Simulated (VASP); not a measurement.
Set up this calculation in VASP 6.6.1, as the native input.

```
Task                   : single point
Functional             : LDA
Potentials or basis    : VASP PAW LDA potentials, release 64 (Li_sv)
Cutoff                 : 520 eV
k mesh                 : 10 × 10 × 10
Occupations            : fermi-dirac, width 0.1 eV
Spin                   : no spin polarisation
Dipole correction      : no
Further INCAR settings : ALGO = Normal; EDIFF = 1e-06; NBANDS = 12
```

The structure of Li lies in POSCAR:

```
Li
1.0
    1.3330247100      0.7696223164      6.4328939437
   -1.3330247100      0.7696223164      6.4328939437
    0.0000000000     -1.5392442090      6.4328939944
Li
3
Direct
    0.0000000000      0.0000000000      0.0000000000
    0.2222581272      0.2222581272      0.2222581272
    0.7777418728      0.7777418728      0.7777418728
```

These files were run (other wordings do the same):

INCAR

```
SYSTEM = Li
PREC = Accurate
ENCUT = 520
EDIFF = 1E-6
ISMEAR = -1
SIGMA = 0.1
LREAL = .FALSE.
LASPH = .TRUE.
NELM = 100
ALGO = Normal
ISIF = 2
LWAVE = .FALSE.
LCHARG = .FALSE.
GGA = CA
NBANDS = 12
```

KPOINTS

```
regular mesh
0
G
  10 10 10
  0 0 0
```

Potentials or basis: VASP PAW LDA potentials, release 64 (Li_sv).

The run is started by

```bash
$ cat potpaw_LDA.64/Li_sv/POTCAR > POTCAR
$ mpirun -np 1 vasp_std > vasp.out
```

Results of the run:

| Item | Value |
| --- | --- |
| Band gap on the k mesh | zero (an odd number of electrons rules out a gap without spin polarisation) |

Wall time 92 s on 1 thread of Intel(R) Xeon(R) Platinum 8559C (Emerald Rapids) (shared host), peak memory 0.25 GiB.
